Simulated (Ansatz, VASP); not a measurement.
# Two plane-wave programs on Pt

```
CELL_PARAMETERS angstrom
0.00000 2.27171 1.54408
2.27171 0.00000 1.54408
2.27171 2.27171 0.00000
ATOMIC_POSITIONS crystal
Pt 0.00000 0.00000 0.00000
```

Alike in both runs: task single point; functional LDA; k mesh 22 × 22 × 22; occupations gaussian, width 0.15 eV; no spin polarisation.

|  | VASP | Ansatz |
| --- | --- | --- |
| version | VASP 6.6.1 | Ansatz 0.2.0 |
| potentials or method | VASP PAW LDA potentials, release 64 (Pt), cutoff 520 eV | scalar-relativistic, plane waves, PAW |
| valence electrons in the cell | 10 | 18 |

|  | VASP | Ansatz | Ansatz less VASP |
| --- | --- | --- | --- |
| gap on the k mesh at the Fermi level (eV) | none | none | - |
| pressure (GPa) | -15.8 | -16.4 | -0.58 |
| traceless stress, the component that is largest in VASP (GPa) | -2.67 | -2.72 | -0.051 |

Ansatz warns that its potentials were made for another functional, while VASP's fit it. LDA's correlation is that of Perdew and Zunger in VASP and of Perdew and Wang (1992) in Ansatz. A gap of «none» marks a metal or a gap that the smearing closes. VASP's potentials hold 10 valence electrons a cell and Ansatz's 18, so a difference there can come from the potentials and not from the codes.

Spin-orbit coupling is off throughout.
